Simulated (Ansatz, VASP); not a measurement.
**One calculation of AlCrBN2, two programs**

```
Al Cr B N
1.0
     4.72794    0.00000    0.00000
    -2.36397    4.09452    0.00000
     0.00000    0.00000    4.68076
Al Cr B N
1 1 1 2
Direct
  0.66667 0.33333 0.50000
  0.33333 0.66667 0.50000
  0.66667 0.33333 0.00000
  0.33333 0.66667 0.12767
  0.33333 0.66667 0.87233
```

Alike in both runs: functional PBE; k mesh 6 × 6 × 4; occupations gaussian, width 0.1 eV; collinear spin.

Ansatz relaxed the structure, and its values are those at the end. VASP's run is a single point on that final structure, the one shown.

|  | VASP | Ansatz |
| --- | --- | --- |
| version | VASP 6.6.1 | Ansatz 0.2.0 |
| potentials or method | VASP PAW PBE potentials, release 64 (Al, Cr_pv, B, N), cutoff 520 eV | scalar-relativistic, plane waves, PAW |
| valence electrons in the cell | 28 | 30 |

Ansatz gave:

- gap on the k mesh at the Fermi level (eV): none
- pressure (GPa): 0.2
- rms of the force components (eV/Å): 0.011
- net moment per atom (μB): 0.28
- size of the moment on the site where the two differ most (μB): 1.22

Q: Estimate VASP's values.

A: gap on the k mesh at the Fermi level (eV): none; pressure (GPa): 0.4; rms of the force components (eV/Å): 0.136; net moment per atom (μB): 0.28; size of the moment on the site where the two differ most (μB): 1.64.

Site moments also hang on the region over which each program counts them. A gap of «none» marks a metal or a gap that the smearing closes. VASP's potentials hold 28 valence electrons a cell and Ansatz's 30, so a difference there can come from the potentials and not from the codes.

Noted on VASP's run: the standard files for N, O and F lose accuracy on very short bonds.
